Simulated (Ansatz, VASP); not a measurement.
# Two plane-wave programs on Ti

```
Ti
1.0
     4.62874    0.00000    0.00000
    -2.31437    4.00861    0.00000
     0.00000    0.00000    2.85676
Ti
3
Direct
  0.00000 0.00000 0.00000
  0.33333 0.66667 0.50000
  0.66667 0.33333 0.50000
```

Alike in both runs: functional RPBE; k mesh 8 × 8 × 11; occupations fermi-dirac, width 0.1 eV; no spin polarisation.

Ansatz relaxed the structure, and its values are those at the end. VASP's run is a single point on that final structure, the one shown.

|  | VASP | Ansatz |
| --- | --- | --- |
| version | VASP 6.6.1 | Ansatz 0.2.0 |
| potentials or method | VASP PAW PBE potentials, release 64 (Ti_sv), cutoff 520 eV | plane waves (420 eV) with PAW, scalar-relativistic |
| valence electrons in the cell | 36 | 36 |

Ansatz gave:

- pressure (GPa): 0.0

Task: What did VASP give for the same quantities?

Result: Pressure (GPa): -0.2.

VASP's potentials were made for PBE, not for RPBE.
